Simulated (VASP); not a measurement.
# SnO (P1) in VASP: single point with PBEsol

Aim: the single point of SnO with PBEsol.

Program: VASP 6.6.1. These are calculated values, not measurements. Logs are shortened: lines on timing, memory, paths and dates and some standing lists are left out, and cuts for length are marked.

**1. The cell of the first run**

The typed cell holds 4 atoms: a = 3.316 Å, b = 5.705 Å, c = 3.894 Å, α = 90.00°, β = 90.00°, γ = 90.00°.

**2. Single point, PBEsol (atoms moved at random)**

Contents of INCAR:

```
PREC = Accurate
ENCUT = 520
EDIFF = 1E-6
ISMEAR = 0
SIGMA = 0.05
LREAL = F
LASPH = T
NELM = 80
ALGO = Normal
ISIF = 2
LWAVE = F
LCHARG = T
GGA = PS
LELF = T
LVHAR = T
NBANDS = 28
```

Contents of KPOINTS:

```
Automatic mesh
0
Gamma
  8 6 8
```

Contents of POSCAR:

```
SnO
1.0
    3.3156061815      0.0000000000      0.0000000000
    0.0000000000      5.7049851891      0.0000000000
    0.0000000000      0.0000000000      3.8941648049
Sn O
2 2
Direct
    0.0191434149      0.2218259313      0.5072509424
    0.4823276822      0.7846770796      0.0340093994
    0.0034438259      0.8849547523      0.7280664298
    0.4950850770      0.1085422369      0.2306752285
```

Potentials or basis: VASP PAW PBE potentials, release 64 (Sn_d, O).

Command:

```console
$ cat potpaw_PBE.64/Sn_d/POTCAR potpaw_PBE.64/O/POTCAR > POTCAR
$ mpirun -np 1 vasp_std > vasp.out
```

OUTCAR:

```text
PREC = Accurate
   ENCUT = 520
   EDIFF = 1E-6
   ISMEAR = 0
   LREAL = F
   LASPH = T
   NELM = 80
   ISIF = 2
   GGA = PS

 ion  position               nearest neighbor table
   1  0.019  0.222  0.507-   4 2.02   3 2.11   4 2.14   2 3.46   2 3.58   2 3.58   2 3.69
   2  0.482  0.785  0.034-   4 2.00   3 2.07   3 2.18   1 3.46   1 3.58   1 3.58   1 3.69
   3  0.003  0.885  0.728-   2 2.07   1 2.11   2 2.18
   4  0.495  0.109  0.231-   2 2.00   1 2.02   1 2.14

  LATTYP: Found a simple orthorhombic cell.
 ALAT       =     3.3156061815
 B/A-ratio  =     1.1744955799
 C/A-ratio  =     1.7206462037

  Lattice vectors:

 A1 = (  -3.3156061815,   0.0000000000,   0.0000000000)
 A2 = (   0.0000000000,   0.0000000000,   3.8941648049)
 A3 = (   0.0000000000,   5.7049851891,   0.0000000000)

Analysis of symmetry for initial positions (statically):
=====================================================================
 Subroutine PRICEL returns:
 Original cell was already a primitive cell.

 Routine SETGRP: Setting up the symmetry group for a
 simple orthorhombic supercell.

 Subroutine GETGRP returns: Found  1 space group operations
 (whereof  1 operations were pure point group operations)
 out of a pool of  8 trial point group operations.

The static configuration has the point symmetry C_1 .

Analysis of symmetry for dynamics (positions and initial velocities):
=====================================================================
 Subroutine PRICEL returns:
 Original cell was already a primitive cell.

 Routine SETGRP: Setting up the symmetry group for a
 simple orthorhombic supercell.

 Subroutine GETGRP returns: Found  1 space group operations
 (whereof  1 operations were pure point group operations)
 out of a pool of  8 trial point group operations.

The dynamic configuration has the point symmetry C_1 .

 Subroutine INISYM returns: Found  1 space group operations
 (whereof  1 operations are pure point group operations),
 and found     1 'primitive' translations

----------------------------------------------------------------------------------------

                                     Primitive cell

  volume of cell :      73.6600

[... 87 lines left out ...]
   LNONCOLLINEAR =      F non collinear calculations
   LSORBIT =      F    spin-orbit coupling
   LASPH  =      T    aspherical Exc in radial PAW
   ENCUT  =  520.0 eV  38.22 Ry    6.18 a.u.   6.16 10.61  7.24*2*pi/ulx,y,z
   NELM   =     80;   NELMIN=  2; NELMDL= -5     # of ELM steps
   EDIFF  = 0.1E-05   stopping-criterion for ELM
   LREAL  =      F    real-space projection
   EDIFFG = 0.1E-04   stopping-criterion for IOM
   NSW    =      0    number of steps for IOM
   IBRION =     -1    ionic relax: 0-MD 1-quasi-New 2-CG
   NFREE  =      0    steps in history (QN), initial steepest desc. (CG)
   ISIF   =      2    stress and relaxation
   ISYM   =      2    0-nonsym 1-usesym 2-fastsym
   POTIM  = 0.5000    time-step for ionic-motion
   TEBEG  =    0.0;   TEEND  =   0.0 temperature during run
   PSTRESS=    0.0 pullay stress
   NELECT =      40.0000    total number of electrons
   NUPDOWN=      -1.0000    fix difference up-down
   EMIN   =  10.00;   EMAX   =-10.00  energy-range for DOS
   EFERMI =   0.00;   METHOD = LEGACY
   ISMEAR =     0;   SIGMA  =   0.05  broadening in eV -4-tet -1-fermi 0-gaus
   EFERMI_NEDOS =   21; number of points for ismear=-14 and -15
   IALGO  =     38    algorithm
   IMIX   =      4    mixing-type and parameters
     AMIX     =   0.40;   BMIX     =  1.00
     AMIX_MAG =   1.60;   BMIX_MAG =  1.00
  volume/ion in A,a.u.               =      18.42       124.27
  Fermi-wavevector in a.u.,A,eV,Ry     =   1.335624  2.523963 24.271319  1.783892
  Thomas-Fermi vector in A             =   2.464314
   LORBIT       =      0    0 simple, 1 ext, 2 COOP (PROOUT), +10 PAW based schemes
   GGA     = PS    functional components
   LHFCALC =     F    Hartree Fock is set to
   AEXX    =    0.0000 exact exchange contribution
   IVDW    =     0    specifies the selected vdW correction
   LEPSILON=     F    determine dielectric tensor
   LRPA    =     F    only Hartree local field effects (RPA)
 non-spin polarized calculation
 Gauss-broadening in eV      SIGMA  =   0.05
  energy-cutoff  :      520.00
  volume of cell :       73.66
 maximum number of plane-waves:      2004
 NGX is ok and might be reduce to    28
   NGX = 13   NGY = 21   NGZ = 15

 number of electron      40.0000006 magnetization

 Free energy of the ion-electron system (eV)
  ---------------------------------------------------
  ext. energy  EPLUGINS =         0.00000000
  ---------------------------------------------------
  free energy    TOTEN  =       -23.55345363 eV

  energy without entropy =      -23.55345363  energy(sigma->0) =      -23.55345363

 E-fermi :   6.0428     XC(G=0): -10.1677

 val. band max:        5.7510439021   @ k =   0.0000   0.0000   0.0000
 cond. band min:       7.1485029891   @ k =   0.3750   0.5000   0.0000
 fundamental gap:      1.3974590870
 Fermi energy:         6.0428194992

 k-point     1 :       0.0000    0.0000    0.0000
  band No.  band energies     occupation
      1     -15.8722      2.00000
      2     -15.2131      2.00000
      3     -15.1314      2.00000
      4     -15.0790      2.00000
      5     -15.0210      2.00000
      6     -15.0019      2.00000
[... 733 lines left out ...]
     27      15.0602      0.00000
     28      16.0983      0.00000

 [... further k-points ...]

------------------------ aborting loop because EDIFF is reached ----------------------------------------

  FORCE on cell =-STRESS in cart. coord.  units (eV):
  Direction    XX          YY          ZZ          XY          YZ          ZX
  --------------------------------------------------------------------------------------
  -------------------------------------------------------------------------------------
  Total        3.2921833      4.8566776      2.8768246     -0.8548962      1.4544079     -0.2164360
  in kB       71.6082079    105.6374888     62.5737489    -18.5948276     31.6347939     -4.7076943
  external PRESSURE =      79.9398152 kB  Pullay stress =       0.0000000 kB

 VOLUME and BASIS-vectors are now :
 -----------------------------------------------------------------------------
  energy-cutoff  :      520.00
  volume of cell :       73.66
      direct lattice vectors                 reciprocal lattice vectors
     3.315606182  0.000000000  0.000000000     0.301603974  0.000000000  0.000000000
     0.000000000  5.704985189  0.000000000     0.000000000  0.175285293  0.000000000
     0.000000000  0.000000000  3.894164805     0.000000000  0.000000000  0.256794473

 POSITION                                       TOTAL-FORCE (eV/Angst)
 -----------------------------------------------------------------------------------
      0.06347      1.26551      1.97532        -0.809926      1.549562      1.053898
      1.59921      4.47657      0.13244         0.525194     -2.465936     -0.182828
      0.01142      5.04865      2.83521        -0.474288      0.273352     -0.370843
      1.64151      0.61923      0.89829         0.759019      0.643022     -0.500227
 -----------------------------------------------------------------------------------
    total drift:                                0.000026      0.000634      0.001003

  FREE ENERGIE OF THE ION-ELECTRON SYSTEM (eV)
  ---------------------------------------------------
  free  energy   TOTEN  =       -23.5534536325 eV

  energy  without entropy=      -23.5534536325  energy(sigma->0) =      -23.55345363
```

OSZICAR:

```text
N       E                     dE             d eps       ncg     rms          rms(c)
DAV:   1     0.438734787180E+03    0.43873E+03   -0.20323E+04 11336   0.216E+03
DAV:   2     0.413455385346E+02   -0.39739E+03   -0.38160E+03 11388   0.546E+02
DAV:   3    -0.237095695850E+02   -0.65055E+02   -0.64032E+02 12448   0.188E+02
DAV:   4    -0.268735688627E+02   -0.31640E+01   -0.31490E+01 12868   0.447E+01
DAV:   5    -0.269485556863E+02   -0.74987E-01   -0.74976E-01 12148   0.739E+00    0.113E+01
DAV:   6    -0.236115728403E+02    0.33370E+01   -0.14195E+01 17916   0.443E+01    0.492E+00
DAV:   7    -0.235947067616E+02    0.16866E-01   -0.17425E+00 12768   0.852E+00    0.257E+00
DAV:   8    -0.235644772206E+02    0.30230E-01   -0.29186E-01 16616   0.421E+00    0.815E-01
DAV:   9    -0.235526293739E+02    0.11848E-01   -0.43291E-02 17004   0.257E+00    0.214E-01
DAV:  10    -0.235533411747E+02   -0.71180E-03   -0.59038E-03 11752   0.513E-01    0.117E-01
DAV:  11    -0.235534863337E+02   -0.14516E-03   -0.41991E-04 17132   0.204E-01    0.435E-02
DAV:  12    -0.235534513099E+02    0.35024E-04   -0.12289E-04 16988   0.127E-01    0.111E-02
DAV:  13    -0.235534547998E+02   -0.34899E-05   -0.33111E-05 12880   0.369E-02    0.927E-03
DAV:  14    -0.235534536400E+02    0.11598E-05   -0.38503E-06  9728   0.230E-02    0.265E-03
DAV:  15    -0.235534536325E+02    0.74733E-08   -0.60759E-07  6144   0.592E-03
   1 F= -.23553454E+02 E0= -.23553454E+02  d E =-.123487E-18
```

stdout:

```text
POSCAR found type information on POSCAR SnO
 POSCAR found :  2 types and       4 ions
 scaLAPACK will be used
 -----------------------------------------------------------------------------
|                                                                             |
|                                                                             |
|     You enforced a specific xc type in the INCAR file but a different       |
|     I HOPE YOU KNOW WHAT YOU ARE DOING!                                     |
|                                                                             |
 -----------------------------------------------------------------------------

 LDA part: xc-table for (Slater+PW92), standard interpolation
 POSCAR, INCAR and KPOINTS ok, starting setup
 FFT: planning ... GRIDC
 FFT: planning ... GRID_SOFT
 FFT: planning ... GRID
 WAVECAR not read
 entering main loop
```

Run time: 7.4 min. Hardware: 1 thread of Oxide Virtual Turin-like, shared host; peak memory 0.39 GiB.

Results:

```
Free energy            : -23.5535 eV
Pressure               : 8.0 GPa
Largest force          : 2.528 eV/Å
Band gap on the k mesh : 1.40 eV (least direct gap 2.01 eV)
```

Forces on the atoms (eV/Å):
```
Sn  -0.810  1.550  1.054
Sn   0.525 -2.466 -0.183
O   -0.474  0.273 -0.371
O    0.759  0.643 -0.500
```

Stress tensor (GPa, compression positive):
```
 7.16 -1.86 -0.47
-1.86 10.56  3.16
-0.47  3.16  6.26
```

Caveat: the cell differs from its parent crystal (atoms moved at random); the cell stands under pressure; the PAW data sets were made with another functional, which shifts forces and pressure a little; spin-orbit coupling is left out, which moves the levels of the heavy elements. A k mesh can miss the band edges.
